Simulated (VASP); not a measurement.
A run of VASP 6.6.1 is set up as follows.

Contents of INCAR:

```
  PREC = Accurate
  ENCUT = 520
  EDIFF = 1E-7
  ISMEAR = -1
  SIGMA = 0.1
  LREAL = False
  LASPH = True
  NELM = 100
  ALGO = Normal
  ISIF = 2
  LWAVE = False
  LCHARG = False
  GGA = B5
  ALDAX = 1.0
  AGGAX = 1.0
  AGGAC = 1.0
  ALDAC = 0.0
  NBANDS = 24
```

Contents of KPOINTS:

```
Automatic mesh
0
Gamma
  8 8 11
```

The input POSCAR:

```
Sc
1.0
    5.0173420671      0.0000000000      0.0000000000
   -2.5086710336      4.3451456896      0.0000000000
    0.0000000000      0.0000000000      3.1506541042
Sc
3
Direct
    1.0000000000      1.0000000000      0.0000000000
    0.3333333333      0.6666666667      0.5000000000
    0.6666666667      0.3333333333      0.5000000000
```

Potentials or basis: VASP PAW PBE potentials, release 64 (Sc_sv).

The run is started by

```sh
$ cat potpaw_PBE.64/Sc_sv/POTCAR > POTCAR
$ mpirun -np 1 vasp_std > vasp.out
```

(1) Predict the pressure.

## Answers

(1) 4.9 GPa.

Caveat: the PAW data sets were made with another functional, which shifts forces and pressure a little.
